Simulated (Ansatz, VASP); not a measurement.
**MoS2 in VASP and in Ansatz**

```
CELL_PARAMETERS angstrom
3.14936 0.00000 0.00000
-1.57468 2.72742 0.00000
0.00000 0.00000 12.09177
ATOMIC_POSITIONS crystal
Mo 0.33333 0.66667 0.25000
Mo 0.66667 0.33333 0.75000
S 0.33333 0.66667 0.62215
S 0.66667 0.33333 0.12215
S 0.33333 0.66667 0.87785
S 0.66667 0.33333 0.37785
```

Change from the starting cell: mode 10 frozen in at +0.000 Å and mode 16 at +0.020 Å (largest displacements).

Alike in both runs: task single point; functional PBE; dispersion D3(BJ); k mesh 12 × 12 × 4; occupations gaussian, width 0.05 eV; no spin polarisation.

```csv
,VASP,Ansatz
version,VASP 6.6.1,Ansatz 0.2.0
potentials or method,"VASP PAW PBE potentials, release 64 (Mo_sv, S), cutoff 520 eV","scalar-relativistic, plane waves, PAW"
valence electrons in the cell,52,52
```

Ansatz gave:

| Item | Value |
| --- | --- |
| gap on the k mesh at the Fermi level (eV) | 0.80 |
| least direct gap on the mesh (eV) | 1.67 |
| pressure (GPa) | 2.0 |
| traceless stress, the component that is largest in VASP (GPa) | 1.48 |
| rms of the force components (eV/Å) | 0.191 |

Task: Which values does VASP return?

Result: gap on the k mesh at the Fermi level (eV): 0.82; least direct gap on the mesh (eV): 1.68; pressure (GPa): 1.9; traceless stress, the component that is largest in VASP (GPa): 1.44; rms of the force components (eV/Å): 0.184.

Atom by atom the forces differ by 0.007 eV/Å (rms over components).
